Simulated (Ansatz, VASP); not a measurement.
**LiCl in VASP and in Ansatz**

```
CELL_PARAMETERS angstrom
0.04056 2.59659 2.59659
2.59659 0.04056 2.59659
2.59659 2.59659 0.04056
ATOMIC_POSITIONS crystal
Li 0.00000 0.00000 0.00000
Cl 0.50000 0.50000 0.50000
```

Change from the starting cell: shear_111 strain +2.4%.

Alike in both runs: task single point; functional r2SCAN; k mesh 8 × 8 × 8; no spin polarisation.

|  | VASP | Ansatz |
| --- | --- | --- |
| version | VASP 6.6.1 | Ansatz 0.2.0 |
| potentials or method | VASP PAW PBE potentials, release 64 (Li_sv, Cl) | plane waves, PAW |
| plane-wave cutoff (eV) | 520 | 500 |
| occupations | gaussian, width 0.01 eV | fixed |
| valence electrons in the cell | 10 | 10 |

|  | VASP | Ansatz | Ansatz less VASP |
| --- | --- | --- | --- |
| gap on the k mesh at the Fermi level (eV) | 7.16 | 7.09 | -0.067 |

VASP's potentials were made for PBE, not for r2SCAN.

Noted on VASP's run: the cutoff is short for stress, so the pressure is rough.
